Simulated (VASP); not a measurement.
# ZnS (ha.bB) (F-43m) in VASP: further runs

Runs on ZnS (ha.bB). Level: PBE. Tasks: single point.

Program: VASP 6.6.1. These are calculated values, not measurements. Logs are shortened: lines on timing, memory, paths and dates and some standing lists are left out, and cuts for length are marked.

## Step 1: The cell of the first run

It takes space group F-43m (No. 216, cubic). The conventional cell has a = 5.444 Å, b = 5.444 Å, c = 5.444 Å, α = 90.00°, β = 90.00°, γ = 90.00°. Within 3.1 Å of Zn (site symmetry -43m) lie 4 S at 2.36 Å. Within 3.1 Å of S (site symmetry -43m) lie 4 Zn at 2.36 Å.

## Step 2: Single point, PBE

Input file INCAR:

```
SYSTEM = ZnS
  PREC = Accurate
  ENCUT = 500
  EDIFF = 1E-6
  ISMEAR = 0
  SIGMA = 0.02
  LREAL = .False.
  LASPH = .True.
  NELM = 120
  ALGO = Normal
  ISIF = 2
  LWAVE = .False.
  LCHARG = .False.
  GGA = PE
  NBANDS = 16
  GGA_COMPAT = .False.
```

Input file KPOINTS:

```
regular mesh
0
Gamma
  8 8 8
  0 0 0
```

Input file POSCAR:

```
ZnS
1.0
    0.0000000000      2.7218243442      2.7218243442
    2.7218243442      0.0000000000      2.7218243442
    2.7218243442      2.7218243442      0.0000000000
Zn S
1 1
Direct
    0.0000000000      0.0000000000      0.0000000000
    0.2500000000      0.2500000000      0.2500000000
```

Potentials or basis: VASP PAW PBE potentials, release 64 (Zn, S).

The run is started by

```bash
cat potpaw_PBE.64/Zn/POTCAR potpaw_PBE.64/S/POTCAR > POTCAR
mpirun -np 1 vasp_std > vasp.out
```

OUTCAR:

```text
SYSTEM = ZnS
   PREC = Accurate
   ENCUT = 500
   EDIFF = 1E-6
   ISMEAR = 0
   LREAL = .False.
   LASPH = .True.
   NELM = 120
   ISIF = 2
   GGA = PE

 ion  position               nearest neighbor table
   1  0.000  0.000  0.000-   2 2.36   2 2.36   2 2.36   2 2.36
   2  0.250  0.250  0.250-   1 2.36   1 2.36   1 2.36   1 2.36

  LATTYP: Found a face centered cubic cell.
 ALAT       =     5.4436486884

  Lattice vectors:

 A1 = (   0.0000000000,   2.7218243442,   2.7218243442)
 A2 = (   2.7218243442,   0.0000000000,   2.7218243442)
 A3 = (   2.7218243442,   2.7218243442,   0.0000000000)

Analysis of symmetry for initial positions (statically):
=====================================================================
 Subroutine PRICEL returns:
 Original cell was already a primitive cell.

 Routine SETGRP: Setting up the symmetry group for a
 face centered cubic supercell.

 Subroutine GETGRP returns: Found 24 space group operations
 (whereof 24 operations were pure point group operations)
 out of a pool of 48 trial point group operations.

The static configuration has the point symmetry T_d .

Analysis of symmetry for dynamics (positions and initial velocities):
=====================================================================
 Subroutine PRICEL returns:
 Original cell was already a primitive cell.

 Routine SETGRP: Setting up the symmetry group for a
 face centered cubic supercell.

 Subroutine GETGRP returns: Found 24 space group operations
 (whereof 24 operations were pure point group operations)
 out of a pool of 48 trial point group operations.

The dynamic configuration has the point symmetry T_d .

 Subroutine INISYM returns: Found 24 space group operations
 (whereof 24 operations are pure point group operations),
 and found     1 'primitive' translations

----------------------------------------------------------------------------------------

                                     Primitive cell

  volume of cell :      40.3283

  direct lattice vectors                    reciprocal lattice vectors
     0.000000000  2.721824344  2.721824344    -0.183700319  0.183700319  0.183700319
     2.721824344  0.000000000  2.721824344     0.183700319 -0.183700319  0.183700319
     2.721824344  2.721824344  0.000000000     0.183700319  0.183700319 -0.183700319

  length of vectors
     3.849240902  3.849240902  3.849240902     0.318178286  0.318178286  0.318178286

  position of ions in fractional coordinates (direct lattice)
     0.000000000  0.000000000  0.000000000
     0.250000000  0.250000000  0.250000000

[... 77 lines left out ...]
   LREAL  =      F    real-space projection
   EDIFFG = 0.1E-04   stopping-criterion for IOM
   NSW    =      0    number of steps for IOM
   IBRION =     -1    ionic relax: 0-MD 1-quasi-New 2-CG
   NFREE  =      0    steps in history (QN), initial steepest desc. (CG)
   ISIF   =      2    stress and relaxation
   ISYM   =      2    0-nonsym 1-usesym 2-fastsym
   POTIM  = 0.5000    time-step for ionic-motion
   TEBEG  =    0.0;   TEEND  =   0.0 temperature during run
   PSTRESS=    0.0 pullay stress
   NELECT =      18.0000    total number of electrons
   NUPDOWN=      -1.0000    fix difference up-down
   EMIN   =  10.00;   EMAX   =-10.00  energy-range for DOS
   EFERMI =   0.00;   METHOD = LEGACY
   ISMEAR =     0;   SIGMA  =   0.02  broadening in eV -4-tet -1-fermi 0-gaus
   EFERMI_NEDOS =   21; number of points for ismear=-14 and -15
   IALGO  =     38    algorithm
   IMIX   =      4    mixing-type and parameters
     AMIX     =   0.40;   BMIX     =  1.00
     AMIX_MAG =   1.60;   BMIX_MAG =  1.00
  volume/ion in A,a.u.               =      20.16       136.07
  Fermi-wavevector in a.u.,A,eV,Ry     =   1.251110  2.364256 21.296884  1.565277
  Thomas-Fermi vector in A             =   2.385073
   LORBIT       =      0    0 simple, 1 ext, 2 COOP (PROOUT), +10 PAW based schemes
   GGA     = PE    functional components
   LHFCALC =     F    Hartree Fock is set to
   AEXX    =    0.0000 exact exchange contribution
   IVDW    =     0    specifies the selected vdW correction
   LEPSILON=     F    determine dielectric tensor
   LRPA    =     F    only Hartree local field effects (RPA)
 non-spin polarized calculation
 Gauss-broadening in eV      SIGMA  =   0.02
  energy-cutoff  :      500.00
  volume of cell :       40.33
 maximum number of plane-waves:      1036
   NGX = 13   NGY = 13   NGZ = 13

 number of electron      17.9999988 magnetization

 Free energy of the ion-electron system (eV)
  ---------------------------------------------------
  ext. energy  EPLUGINS =         0.00000000
  ---------------------------------------------------
  free energy    TOTEN  =        -6.85211923 eV

  energy without entropy =       -6.85211923  energy(sigma->0) =       -6.85211923

 E-fermi :   2.0291     XC(G=0):  -9.5274

 val. band max:        1.9053973241   @ k =   0.0000   0.0000   0.0000
 cond. band min:       3.9234825931   @ k =   0.0000   0.0000   0.0000
 fundamental gap:      2.0180852689
 Fermi energy:         2.0291401700

 k-point     1 :       0.0000    0.0000    0.0000
  band No.  band energies     occupation
      1     -11.0846      2.00000
      2      -4.3496      2.00000
      3      -4.3496      2.00000
      4      -4.3496      2.00000
      5      -3.8772      2.00000
      6      -3.8772      2.00000
[... 433 lines left out ...]
      3      -4.1729      2.00000
      4      -3.9247      2.00000
      5      -3.8648      2.00000
      6      -3.6186      2.00000
[... 8 lines left out ...]
     15      15.2857      0.00000
     16      16.0645      0.00000

 [... further k-points ...]

------------------------ aborting loop because EDIFF is reached ----------------------------------------

  FORCE on cell =-STRESS in cart. coord.  units (eV):
  Direction    XX          YY          ZZ          XY          YZ          ZX
  --------------------------------------------------------------------------------------
  -------------------------------------------------------------------------------------
  Total        0.0343487      0.0343487      0.0343487      0.0000000     -0.0000000      0.0000000
  in kB        1.3646157      1.3646157      1.3646157      0.0000000     -0.0000000      0.0000000
  external PRESSURE =       1.3646157 kB  Pullay stress =       0.0000000 kB

 VOLUME and BASIS-vectors are now :
 -----------------------------------------------------------------------------
  energy-cutoff  :      500.00
  volume of cell :       40.33
      direct lattice vectors                 reciprocal lattice vectors
     0.000000000  2.721824344  2.721824344    -0.183700319  0.183700319  0.183700319
     2.721824344  0.000000000  2.721824344     0.183700319 -0.183700319  0.183700319
     2.721824344  2.721824344  0.000000000     0.183700319  0.183700319 -0.183700319

 POSITION                                       TOTAL-FORCE (eV/Angst)
 -----------------------------------------------------------------------------------
      0.00000      0.00000      0.00000        -0.000000     -0.000000     -0.000000
      1.36091      1.36091      1.36091         0.000000      0.000000      0.000000
 -----------------------------------------------------------------------------------
    total drift:                                0.000000      0.000000      0.000000

  FREE ENERGIE OF THE ION-ELECTRON SYSTEM (eV)
  ---------------------------------------------------
  free  energy   TOTEN  =        -6.8521192319 eV

  energy  without entropy=       -6.8521192319  energy(sigma->0) =       -6.85211923
```

OSZICAR:

```text
N       E                     dE             d eps       ncg     rms          rms(c)
DAV:   1     0.903719569027E+02    0.90372E+02   -0.88471E+03   928   0.129E+03
DAV:   2    -0.147757850113E+01   -0.91850E+02   -0.84753E+02  1064   0.257E+02
DAV:   3    -0.722057619071E+01   -0.57430E+01   -0.57206E+01  1168   0.635E+01
DAV:   4    -0.727856972020E+01   -0.57994E-01   -0.57985E-01  1104   0.675E+00
DAV:   5    -0.727925976832E+01   -0.69005E-03   -0.69004E-03  1200   0.701E-01    0.660E+00
DAV:   6    -0.687195485356E+01    0.40730E+00   -0.73553E-01  1392   0.296E+01    0.518E+00
DAV:   7    -0.685238762521E+01    0.19567E-01   -0.24164E-01  1072   0.438E+00    0.265E+00
DAV:   8    -0.685168384598E+01    0.70378E-03   -0.49793E-03  1208   0.797E-01    0.686E-01
DAV:   9    -0.685195206364E+01   -0.26822E-03   -0.11928E-03  1104   0.278E-01    0.101E-01
DAV:  10    -0.685212632699E+01   -0.17426E-03   -0.22985E-04  1096   0.143E-01    0.546E-02
DAV:  11    -0.685211834142E+01    0.79856E-05   -0.36273E-05  1088   0.894E-02    0.730E-03
DAV:  12    -0.685211923193E+01   -0.89052E-06   -0.43525E-06  1216   0.216E-02
   1 F= -.68521192E+01 E0= -.68521192E+01  d E =-.156736E-20
```

Wall time 21 s (1 thread of AMD EPYC 7R43 (Zen 3), shared host); peak memory 0.12 GiB.

Results:

```yaml
Free_energy: -6.8521 eV
Pressure: 0.1 GPa
Band_gap_on_the_k_mesh: 2.02 eV, direct
```

## Step 3: Single point, PBE

Input file INCAR:

```
SYSTEM = ZnS
PREC = Accurate
ENCUT = 500
EDIFF = 1E-6
ISMEAR = 0
SIGMA = 0.02
LREAL = .False.
LASPH = .True.
NELM = 120
ALGO = Normal
ISIF = 2
LWAVE = .False.
LCHARG = .False.
GGA = PE
NBANDS = 16
GGA_COMPAT = .False.
```

Input file KPOINTS:

```
regular mesh
0
Gamma
  10 10 10
  0 0 0
```

POSCAR is that of step 2.

Potentials or basis: VASP PAW PBE potentials, release 64 (Zn, S).

The run is started by

```bash
cat potpaw_PBE.64/Zn/POTCAR potpaw_PBE.64/S/POTCAR > POTCAR
mpirun -np 1 vasp_std > vasp.out
```

Wall time 31 s (1 thread of AMD EPYC 7R43 (Zen 3), shared host); peak memory 0.13 GiB.

It converged, with:

```
Free energy            : -6.8524 eV
Pressure               : 0.1 GPa
Band gap on the k mesh : 2.02 eV, direct
```

Levels at points of the mesh, in eV from the valence-band top:
| k point | band 5 | band 6 | band 7 | band 8 | band 9 | band 10 | band 11 | band 12 | band 13 | band 14 |
| --- | --- | --- | --- | --- | --- | --- | --- | --- | --- | --- |
| (0.00, 0.00, 0.00) | -5.78 | -5.78 | 0.00 | 0.00 | 0.00 | 2.02 | 6.41 | 6.41 | 6.41 | 11.74 |
| (0.50, 0.00, 0.00) | -5.75 | -5.59 | -5.15 | -0.83 | -0.83 | 3.27 | 6.94 | 6.94 | 8.79 | 12.07 |
| (0.50, 0.50, 0.00) | -5.71 | -5.57 | -4.47 | -2.14 | -2.14 | 3.46 | 4.07 | 10.83 | 11.82 | 11.82 |
